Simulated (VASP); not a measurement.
# SnO in VASP: further runs, part 2 of 2

VASP 6.6.1. Earlier steps stand in the parts before.

## Step 4: Single point, PBE+D3(BJ) (strain along y +0.050, then relaxed in part)

File INCAR:

```
SYSTEM = SnO
ALGO = Normal ; DIPOL = 0.5 0.5 0.500
EDIFF = 1E-7 ; ENCUT = 520
GGA = PE ; IDIPOL = 3
ISIF = 2 ; ISMEAR = 0
IVDW = 12 ; LASPH = .True.
LCHARG = .True. ; LDIPOL = .True.
LELF = .True. ; LREAL = .False.
LVACPOTAV = .True. ; LVHAR = .True.
LWAVE = .False. ; NBANDS = 28
NELM = 80 ; PREC = Accurate
SIGMA = 0.02
```

File KPOINTS:

```
k-points
0
Gamma
  6 6 1
  0 0 0
```

File POSCAR:

```
SnO
1.0
    3.8205603434      0.0000000000      0.0000000000
    0.0000000000      4.0115883606      0.0000000000
    0.0000000000      0.0000000000     30.6334027592
Sn O
2 2
Direct
    0.5000000000      0.0000000000      0.4624756392
    0.0000000000      0.5000000000      0.5375243608
    0.0000000000      0.0000000000      0.5015533375
    0.5000000000      0.5000000000      0.4984466625
```

The run is started by

```
$ cat potpaw_PBE.64/Sn_d/POTCAR potpaw_PBE.64/O/POTCAR > POTCAR
$ mpirun -np 1 vasp_std > vasp.out
```

Wall time 11 min (1 thread of Intel Xeon 8259CL, shared host); peak memory 0.55 GiB.

Results (log left out):

```
Free energy                            : -23.0903 eV
Largest force                          : 0.078 eV/Å
Band gap on the k mesh                 : 2.73 eV (least direct gap 2.77 eV)
Dispersion energy per atom             : -0.131 eV
Ionisation potential of the upper face : 5.24 eV
```

Forces on the atoms (eV/Å):
```
Sn   0.000  0.000 -0.078
Sn   0.000  0.000  0.078
O    0.000  0.000  0.007
O    0.000  0.000 -0.007
```

Levels at points of the mesh, in eV from the valence-band top:
| k point | band 18 | band 19 | band 20 | band 21 | band 22 | band 23 |
| --- | --- | --- | --- | --- | --- | --- |
| (0.00, 0.00, 0.00) | -1.89 | -1.84 | -0.04 | 2.73 | 2.77 | 5.07 |
| (0.50, 0.00, 0.00) | -3.45 | -0.50 | -0.50 | 3.18 | 3.18 | 5.47 |
| (0.00, 0.50, 0.00) | -3.30 | -0.61 | -0.61 | 3.26 | 3.26 | 5.27 |
| (0.50, 0.50, 0.00) | -1.25 | -0.75 | -0.75 | 3.02 | 3.02 | 5.17 |

Caveat: the cell differs from its parent crystal (strain along y +0.050, then relaxed in part); spin-orbit coupling is left out, which moves the levels of the heavy elements.

## Step 5: Relaxation of the atoms, PBE+D3(BJ) (biaxial strain -0.020)

File INCAR:

```
PREC = Accurate
ENCUT = 520
EDIFF = 1E-7
ISMEAR = 0
SIGMA = 0.02
LREAL = False
LASPH = True
NELM = 100
ALGO = Normal
ISIF = 2
LWAVE = False
LCHARG = False
LDIPOL = True
IDIPOL = 3
DIPOL = 0.5 0.5 0.500
GGA = PE
IVDW = 12
IBRION = 2
NSW = 60
EDIFFG = -0.01
```

File KPOINTS:

```
regular mesh
0
Gamma
  6 6 1
```

File POSCAR:

```
SnO
1.0
    3.7441492434      0.0000000000      0.0000000000
    0.0000000000      3.7441492434      0.0000000000
    0.0000000000      0.0000000000     30.6334027017
Sn O
2 2
Direct
    0.5000000000      0.0000000000      0.4614138404
    0.0000000000      0.5000000000      0.5385861596
    0.0000000000      0.0000000000      0.5000000000
    0.5000000000      0.5000000000      0.5000000000
```

The run is started by

```
$ cat potpaw_PBE.64/Sn_d/POTCAR potpaw_PBE.64/O/POTCAR > POTCAR
$ mpirun -np 1 vasp_std > vasp.out
```

Wall time 7.2 min (1 thread of Oxide Virtual Turin-like, shared host); peak memory 0.49 GiB.

The run converged. Its results:

| Quantity | Value |
| --- | --- |
| Free energy | -23.0963 eV |
| Energy gained by relaxing | 4.1 meV/atom |
| Ionic steps | 3 |
| Band gap on the k mesh | 3.15 eV (least direct gap 3.29 eV) |
| Dispersion energy per atom | -0.142 eV |

The path:
| step | energy change (eV) | largest force (eV/Å) | pressure (GPa) |
| --- | --- | --- | --- |
| 1 | 0.0000 | 0.5724 | 0.69 |
| 2 | -0.0162 | 0.0195 | 0.36 |
| 3 | -0.0162 | 0.0009 | 0.35 |

Final structure:
```
Sn O
1.0
     3.74415    0.00000    0.00000
     0.00000    3.74415    0.00000
     0.00000    0.00000   30.63340
Sn O
2 2
Cartesian
  1.8721 0.0000 14.1061
  0.0000 1.8721 16.5273
  0.0000 0.0000 15.3167
  1.8721 1.8721 15.3167
```

Levels at points of the mesh, in eV from the valence-band top:
```tsv
k point	band 16	band 17	band 18	band 19	band 20	band 21	band 22	band 23	band 24
(0.00, 0.00, 0.00)	-3.69	-2.04	-1.45	-1.45	-0.09	3.38	3.57	5.35	5.44
(0.50, 0.00, 0.00)	-3.71	-3.18	-3.18	-0.50	-0.50	3.18	3.18	6.14	6.14
(0.50, 0.50, 0.00)	-3.93	-0.80	-0.80	-0.56	-0.56	3.16	3.16	5.28	5.28
```

Caveat: the cell differs from its parent crystal (biaxial strain -0.020); spin-orbit coupling is left out, which moves the levels of the heavy elements.

## Step 6: Relaxation of the atoms, PBE+D3(BJ) (biaxial strain -0.040)

File INCAR:

```
SYSTEM = SnO
PREC = Accurate
ENCUT = 520
EDIFF = 1E-7
ISMEAR = 0
SIGMA = 0.02
LREAL = .False.
LASPH = .True.
NELM = 80
ALGO = Normal
ISIF = 2
LWAVE = .False.
LCHARG = .False.
LDIPOL = .True.
IDIPOL = 3
DIPOL = 0.5 0.5 0.500
GGA = PE
IVDW = 12
IBRION = 2
NSW = 60
EDIFFG = -0.01
```

File KPOINTS:

```
regular mesh
0
Gamma
  6 6 1
  0 0 0
```

POSCAR, as its differences from that of step 5:

```diff
@@ -2,4 +2,4 @@
 1.0
-    3.7441492434      0.0000000000      0.0000000000
-    0.0000000000      3.7441492434      0.0000000000
+    3.6677380343      0.0000000000      0.0000000000
+    0.0000000000      3.6677380343      0.0000000000
     0.0000000000      0.0000000000     30.6334027017
```

Potentials or basis: VASP PAW PBE potentials, release 64 (Sn_d, O).

The run is started by

```
$ cat potpaw_PBE.64/Sn_d/POTCAR potpaw_PBE.64/O/POTCAR > POTCAR
$ mpirun -np 1 vasp_std > vasp.out
```

It took 5.8 min on 1 thread of Oxide Virtual Turin-like, shared host; peak memory 0.49 GiB.

It converged, with:

```yaml
Free_energy: -23.0007 eV
Energy_gained_by_relaxing: 14.4 meV/atom
Ionic_steps: 3
Band_gap_on_the_k_mesh: 3.14 eV (least direct gap 3.24 eV)
Dispersion_energy_per_atom: -0.148 eV
```

The path:
| step | energy change (eV) | largest force (eV/Å) | pressure (GPa) |
| --- | --- | --- | --- |
| 1 | 0.0000 | 1.1313 | 1.49 |
| 2 | -0.0576 | 0.0605 | 0.76 |
| 3 | -0.0578 | 0.0002 | 0.79 |

Final structure:
```xyz
4
Lattice="3.6677 0.0000 0.0000 0.0000 3.6677 0.0000 0.0000 0.0000 30.6334" Properties=species:S:1:pos:R:3 pbc="T T T"
Sn    1.8339    0.0000   14.0830
Sn    0.0000    1.8339   16.5504
O     0.0000    0.0000   15.3167
O     1.8339    1.8339   15.3167
```

Levels at points of the mesh, in eV from the valence-band top:
```
           k point  band 17  band 18  band 19  band 20  band 21  band 22  band 23  band 24
(0.00, 0.00, 0.00)    -2.02    -1.25    -1.25    -0.17     3.66     3.97     5.45     5.54
(0.50, 0.00, 0.00)    -3.08    -3.08    -0.48    -0.48     3.14     3.14     6.48     6.48
(0.50, 0.50, 0.00)    -0.59    -0.59    -0.45    -0.45     3.19     3.19     5.33     5.33
```

Caveat: the cell differs from its parent crystal (biaxial strain -0.040); spin-orbit coupling is left out, which moves the levels of the heavy elements.

## Step 7: Overview

```csv
task,cell,k mesh,smearing,gap on the mesh (eV),largest force (eV/Å)
single point,"a = 3.837, b = 3.837, c = 24.079 Å, 8 atoms, atomic positions A",8 × 8 × 1,gaussian 0.1 eV,1.08,0.28
single point,"a = 4.012, b = 3.821, c = 30.633 Å, 4 atoms, atomic positions B",6 × 6 × 1,gaussian 0.02 eV,2.73,0.08
single point,"a = 3.821, b = 4.012, c = 30.633 Å, 4 atoms, atomic positions C",6 × 6 × 1,gaussian 0.02 eV,2.73,0.08
relaxation of the atoms,"atoms relaxed from a = 3.744, b = 3.744, c = 30.633 Å, 4 atoms, atomic positions D",6 × 6 × 1,gaussian 0.02 eV,3.15,-
relaxation of the atoms,"atoms relaxed from a = 3.668, b = 3.668, c = 30.633 Å, 4 atoms, atomic positions D",6 × 6 × 1,gaussian 0.02 eV,3.14,-
```

Alike in all rows: level PBE+D3(BJ); potentials or basis VASP PAW PBE potentials, release 64 (Sn_d, O); no spin polarisation; cutoff (eV) 520.

Caveats: spin-orbit coupling is left out, which moves the levels of the heavy elements.

Total energies depend on the potentials used, so only differences within one code and one set of settings carry meaning.
